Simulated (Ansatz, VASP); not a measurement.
# HfO2 in VASP and in Ansatz

```
Hf O
1.0
     0.00000    2.52352    2.52352
     2.52352    0.00000    2.52352
     2.52352    2.52352    0.00000
Hf O
1 2
Direct
  0.00000 0.00000 0.00000
  0.25000 0.25000 0.25000
  0.75000 0.75000 0.75000
```

Alike in both runs: functional PBEsol; k mesh 6 × 6 × 6; occupations gaussian, width 0.1 eV; no spin polarisation.

Ansatz relaxed the structure, and its values are those at the end. VASP's run is a single point on that final structure, the one shown.

```csv
,VASP,Ansatz
version,VASP 6.6.1,Ansatz 0.2.0
potentials or method,"VASP PAW PBE potentials, release 64 (Hf_pv, O), cutoff 600 eV","scalar-relativistic, plane waves, PAW"
valence electrons in the cell,22,38
```

```tsv
	VASP	Ansatz	Ansatz less VASP
gap on the k mesh at the Fermi level (eV)	3.71	3.68	-0.023
least direct gap on the mesh (eV)	3.71	3.68	-0.023
pressure (GPa)	-4.4	-0.4	+4.03
```

VASP's potentials were made for PBE, not for PBEsol, and Ansatz warns of the same on its side. One of these differences is far larger than is usual between the two programs; its cause wasn't traced. VASP's potentials hold 22 valence electrons a cell and Ansatz's 38, so a difference there can come from the potentials and not from the codes.

Spin-orbit coupling is off throughout.
